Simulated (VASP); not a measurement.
# Ti (Fm-3m) in VASP: single point with r2SCAN

Aim: the single point of Ti with r2SCAN.

Everything below comes from runs of VASP 6.6.1. Logs are shortened: lines on timing, memory, paths and dates and some standing lists are left out, and cuts for length are marked.

## Step 1: The cell of the first run

It takes space group Fm-3m (No. 225, cubic). The conventional cell has a = 4.110 Å, b = 4.110 Å, c = 4.110 Å, α = 90.00°, β = 90.00°, γ = 90.00°. Ti (site symmetry m-3m) has 12 Ti at 2.91 Å within 3.8 Å.

This isn't the form of Ti at room conditions, which is hcp.

## Step 2: Single point, r2SCAN

File POSCAR:

```
Ti
1.0
    0.0000000000      2.0551516146      2.0551516146
    2.0551516146      0.0000000000      2.0551516146
    2.0551516146      2.0551516146      0.0000000000
Ti
1
Direct
    0.0000000000      0.0000000000      0.0000000000
```

File INCAR.step1:

```
SYSTEM = Ti
PREC = Accurate
ENCUT = 520
ISMEAR = 0
SIGMA = 0.15
LREAL = .False.
LASPH = .True.
NELM = 80
NBANDS = 12
GGA = PE
ALGO = Normal
EDIFF = 1E-4
LWAVE = .True.
LCHARG = .False.
```

File INCAR.step2:

```
SYSTEM = Ti
PREC = Accurate
ENCUT = 520
EDIFF = 1E-7
ISMEAR = 0
SIGMA = 0.15
LREAL = .False.
LASPH = .True.
NELM = 80
ALGO = Normal
ISIF = 2
LWAVE = .False.
LCHARG = .True.
METAGGA = R2SCAN
LMIXTAU = .True.
LELF = .True.
LVHAR = .True.
NBANDS = 12
ISTART = 1
```

File KPOINTS:

```
Automatic mesh
0
Gamma
  26 26 26
  0 0 0
```

Potentials or basis: VASP PAW PBE potentials, release 64 (Ti_sv).

Launch:

```bash
> cat potpaw_PBE.64/Ti_sv/POTCAR > POTCAR
> cp INCAR.step1 INCAR
> mpirun -np 1 vasp_std > vasp.out
> cp INCAR.step2 INCAR
> mpirun -np 1 vasp_std > vasp.out
```

OUTCAR:

```text
SYSTEM = Ti
   PREC = Accurate
   ENCUT = 520
   EDIFF = 1E-7
   ISMEAR = 0
   LREAL = .False.
   LASPH = .True.
   NELM = 80
   ISIF = 2
   METAGGA = R2SCAN
   ISTART = 1

 ion  position               nearest neighbor table
   1  0.000  0.000  0.000-

  LATTYP: Found a face centered cubic cell.
 ALAT       =     4.1103032292

  Lattice vectors:

 A1 = (   0.0000000000,   2.0551516146,   2.0551516146)
 A2 = (   2.0551516146,   0.0000000000,   2.0551516146)
 A3 = (   2.0551516146,   2.0551516146,   0.0000000000)

Analysis of symmetry for initial positions (statically):
=====================================================================
 Subroutine PRICEL returns:
 Original cell was already a primitive cell.

 Routine SETGRP: Setting up the symmetry group for a
 face centered cubic supercell.

 Subroutine GETGRP returns: Found 48 space group operations
 (whereof 48 operations were pure point group operations)
 out of a pool of 48 trial point group operations.

The static configuration has the point symmetry O_h .

Analysis of symmetry for dynamics (positions and initial velocities):
=====================================================================
 Subroutine PRICEL returns:
 Original cell was already a primitive cell.

 Routine SETGRP: Setting up the symmetry group for a
 face centered cubic supercell.

 Subroutine GETGRP returns: Found 48 space group operations
 (whereof 48 operations were pure point group operations)
 out of a pool of 48 trial point group operations.

The dynamic configuration has the point symmetry O_h .

 Subroutine INISYM returns: Found 48 space group operations
 (whereof 48 operations are pure point group operations),
 and found     1 'primitive' translations

----------------------------------------------------------------------------------------

                                     Primitive cell

  volume of cell :      17.3605

  direct lattice vectors                    reciprocal lattice vectors
     0.000000000  2.055151615  2.055151615    -0.243291053  0.243291053  0.243291053
     2.055151615  0.000000000  2.055151615     0.243291053 -0.243291053  0.243291053
     2.055151615  2.055151615  0.000000000     0.243291053  0.243291053 -0.243291053

  length of vectors
     2.906423286  2.906423286  2.906423286     0.421392464  0.421392464  0.421392464

  position of ions in fractional coordinates (direct lattice)
     0.000000000  0.000000000  0.000000000

  ion indices of the primitive-cell ions
   primitive index   ion index
                 1           1

----------------------------------------------------------------------------------------

 KPOINTS: Automatic mesh

Automatic generation of k-mesh.
 Grid dimensions read from file:
 generate k-points for:   26   26   26

 Generating k-lattice:

  Cartesian coordinates                     Fractional coordinates (reciprocal lattice)
    -0.009357348  0.009357348  0.009357348     0.038461538  0.000000000  0.000000000
     0.009357348 -0.009357348  0.009357348     0.000000000  0.038461538  0.000000000
     0.009357348  0.009357348 -0.009357348     0.000000000  0.000000000  0.038461538

  Length of vectors
     0.016207402  0.016207402  0.016207402

  Shift w.r.t. Gamma in fractional coordinates (k-lattice)
     0.000000000  0.000000000  0.000000000

 Subroutine IBZKPT returns following result:
 ===========================================

 Found    511 irreducible k-points:

 Following reciprocal coordinates:
            Coordinates               Weight
  0.000000  0.000000  0.000000      1.000000
  0.038462  0.000000  0.000000      8.000000
  0.076923  0.000000  0.000000      8.000000
  0.115385  0.000000  0.000000      8.000000
  0.153846  0.000000  0.000000      8.000000
  0.192308  0.000000  0.000000      8.000000
[... 16 lines left out ...]
  0.346154  0.038462  0.000000     24.000000
  0.384615  0.038462  0.000000     24.000000
 [... further k-points ...]
   k-points           NKPTS =    511   k-points in BZ     NKDIM =    511   number of bands    NBANDS=     12
   number of dos      NEDOS =    301   number of ions     NIONS =      1
   total plane-waves  NPLWV =  13824
   dimension x,y,z NGX =    24 NGY =   24 NGZ =   24
   dimension x,y,z NGXF=    48 NGYF=   48 NGZF=   48
   ions per type =               1
   NGX,Y,Z   is equivalent  to a cutoff of  13.73, 13.73, 13.73 a.u.
   NGXF,Y,Z  is equivalent  to a cutoff of  27.46, 27.46, 27.46 a.u.
 SYSTEM =  Ti
   PREC   = accura    normal or accurate (medium, high low for compatibility)
   ISTART =      1    job   : 0-new  1-cont  2-samecut
   ICHARG =      0    charge: 1-file 2-atom 10-const
   ISPIN  =      1    spin polarized calculation?
   LNONCOLLINEAR =      F non collinear calculations
   LSORBIT =      F    spin-orbit coupling
   LASPH  =      T    aspherical Exc in radial PAW
   ENCUT  =  520.0 eV  38.22 Ry    6.18 a.u.   5.40  5.40  5.40*2*pi/ulx,y,z
   NELM   =     80;   NELMIN=  2; NELMDL=  0     # of ELM steps
   EDIFF  = 0.1E-06   stopping-criterion for ELM
   LREAL  =      F    real-space projection
   EDIFFG = 0.1E-05   stopping-criterion for IOM
   NSW    =      0    number of steps for IOM
   IBRION =     -1    ionic relax: 0-MD 1-quasi-New 2-CG
   NFREE  =      0    steps in history (QN), initial steepest desc. (CG)
   ISIF   =      2    stress and relaxation
   ISYM   =      2    0-nonsym 1-usesym 2-fastsym
   POTIM  = 0.5000    time-step for ionic-motion
   TEBEG  =    0.0;   TEEND  =   0.0 temperature during run
   PSTRESS=    0.0 pullay stress
   NELECT =      12.0000    total number of electrons
   NUPDOWN=      -1.0000    fix difference up-down
   EMIN   =  10.00;   EMAX   =-10.00  energy-range for DOS
   EFERMI =   0.00;   METHOD = LEGACY
   ISMEAR =     0;   SIGMA  =   0.15  broadening in eV -4-tet -1-fermi 0-gaus
   EFERMI_NEDOS =   21; number of points for ismear=-14 and -15
   IALGO  =     38    algorithm
   IMIX   =      4    mixing-type and parameters
     AMIX     =   0.40;   BMIX     =  1.00
     AMIX_MAG =   1.60;   BMIX_MAG =  1.00
  volume/ion in A,a.u.               =      17.36       117.15
  Fermi-wavevector in a.u.,A,eV,Ry     =   1.447487  2.735354 28.507185  2.095219
  Thomas-Fermi vector in A             =   2.565436
   LORBIT       =      0    0 simple, 1 ext, 2 COOP (PROOUT), +10 PAW based schemes
   METAGGA = R2SCAN    functional components
   LHFCALC =     F    Hartree Fock is set to
   AEXX    =    0.0000 exact exchange contribution
   IVDW    =     0    specifies the selected vdW correction
   LEPSILON=     F    determine dielectric tensor
   LRPA    =     F    only Hartree local field effects (RPA)
 non-spin polarized calculation
 Gauss-broadening in eV      SIGMA  =   0.15
  energy-cutoff  :      520.00
  volume of cell :       17.36
 maximum number of plane-waves:       489
 NGX is ok and might be reduce to    24
   NGX = 11   NGY = 11   NGZ = 11

 number of electron      12.0000002 magnetization

 Free energy of the ion-electron system (eV)
  ---------------------------------------------------
  ext. energy  EPLUGINS =         0.00000000
  ---------------------------------------------------
  free energy    TOTEN  =       -12.88842148 eV

  energy without entropy =      -12.87085785  energy(sigma->0) =      -12.87963966

 E-fermi :   8.2355     XC(G=0): -12.4146

 val. band max:        8.2348223473   @ k =  -0.2308   0.0769   0.0000
 cond. band min:       8.2361934835   @ k =  -0.3077   0.4615   0.1923
 fundamental gap:      0.0013711362
 Fermi energy:         8.2354944110

 k-point     1 :       0.0000    0.0000    0.0000
  band No.  band energies     occupation
      1     -50.8093      2.00000
      2     -25.6120      2.00000
      3     -25.6120      2.00000
      4     -25.6120      2.00000
      5       1.7647      2.00000
      6       9.2371      0.00000
      7       9.2371      0.00000
      8       9.2371      0.00000
      9      11.0431      0.00000
     10      11.0431      0.00000
     11      24.0217      0.00000
     12      28.9127      0.00000

 k-point     2 :       0.0385    0.0000    0.0000
  band No.  band energies     occupation
      1     -50.8075      2.00000
      2     -25.6226      2.00000
      3     -25.6133      2.00000
      4     -25.6133      2.00000
      5       1.8147      2.00000
      6       9.2038      0.00000
      7       9.2554      0.00000
      8       9.2555      0.00000
      9      11.0305      0.00000
     10      11.0305      0.00000
     11      24.0643      0.00000
     12      28.4385      0.00000

 k-point     3 :       0.0769    0.0000    0.0000
  band No.  band energies     occupation
      1     -50.8021      2.00000
      2     -25.6535      2.00000
      3     -25.6172      2.00000
      4     -25.6171      2.00000
      5       1.9631      2.00000
      6       9.1084      0.00000
      7       9.3075      0.00000
      8       9.3075      0.00000
      9      10.9967      0.00000
     10      10.9967      0.00000
     11      24.1704      0.00000
     12      27.4318      0.00000
[... 286 lines left out ...]
 k-point    23 :       0.3462    0.0385    0.0000
  band No.  band energies     occupation
      1     -50.7121      2.00000
      2     -26.1392      2.00000
      3     -25.6868      2.00000
      4     -25.6785      2.00000
      5       4.6934      2.00000
      6       8.1499      1.58015
      7       9.3475      0.00000
      8       9.4208      0.00000
      9      11.3991      0.00000
     10      11.6224      0.00000
     11      19.4241      0.00000
     12      24.1576      0.00000

 k-point    24 :       0.3846    0.0385    0.0000
  band No.  band energies     occupation
      1     -50.6996      2.00000
      2     -26.2042      2.00000
      3     -25.6942      2.00000
      4     -25.6882      2.00000
      5       5.0713      2.00000
      6       8.2109      1.18354
      7       9.2651      0.00000
      8       9.3432      0.00000
      9      11.6393      0.00000
     10      11.8061      0.00000
     11      18.4875      0.00000
     12      23.8441      0.00000

 [... further k-points ...]

------------------------ aborting loop because EDIFF is reached ----------------------------------------

  FORCE on cell =-STRESS in cart. coord.  units (eV):
  Direction    XX          YY          ZZ          XY          YZ          ZX
  --------------------------------------------------------------------------------------
  -------------------------------------------------------------------------------------
  Total        0.0477443      0.0477443      0.0477443     -0.0000000     -0.0000000     -0.0000000
  in kB        4.4062656      4.4062656      4.4062656     -0.0000000     -0.0000000     -0.0000000
  external PRESSURE =       4.4062656 kB  Pullay stress =       0.0000000 kB

 VOLUME and BASIS-vectors are now :
 -----------------------------------------------------------------------------
  energy-cutoff  :      520.00
  volume of cell :       17.36
      direct lattice vectors                 reciprocal lattice vectors
     0.000000000  2.055151615  2.055151615    -0.243291053  0.243291053  0.243291053
     2.055151615  0.000000000  2.055151615     0.243291053 -0.243291053  0.243291053
     2.055151615  2.055151615  0.000000000     0.243291053  0.243291053 -0.243291053

 POSITION                                       TOTAL-FORCE (eV/Angst)
 -----------------------------------------------------------------------------------
      0.00000      0.00000      0.00000        -0.000000     -0.000000     -0.000000
 -----------------------------------------------------------------------------------
    total drift:                               -0.000000      0.000000      0.000000

  FREE ENERGIE OF THE ION-ELECTRON SYSTEM (eV)
  ---------------------------------------------------
  free  energy   TOTEN  =       -12.8884214767 eV

  energy  without entropy=      -12.8708578463  energy(sigma->0) =      -12.87963966
```

Wall time 11 min (1 thread of Intel Xeon 8259CL, shared host); peak memory 0.23 GiB.

Results:

```
Free energy            : -12.8884 eV
Pressure               : 0.4 GPa
Band gap on the k mesh : zero (bands 6 and 7 overlap by 1.52 eV)
```

Levels at points of the mesh, in eV from the Fermi level:
```csv
k point,band 4,band 5,band 6,band 7,band 8,band 9
"(0.00, 0.00, 0.00)",-33.85,-6.47,1.00,1.00,1.00,2.81
"(0.50, 0.00, 0.00)",-33.94,-2.71,0.45,0.93,0.93,3.83
"(0.50, 0.50, 0.00)",-34.09,-2.65,-1.77,2.81,3.89,4.07
```

Caveat: the PAW data sets were made with another functional, which shifts forces and pressure a little.
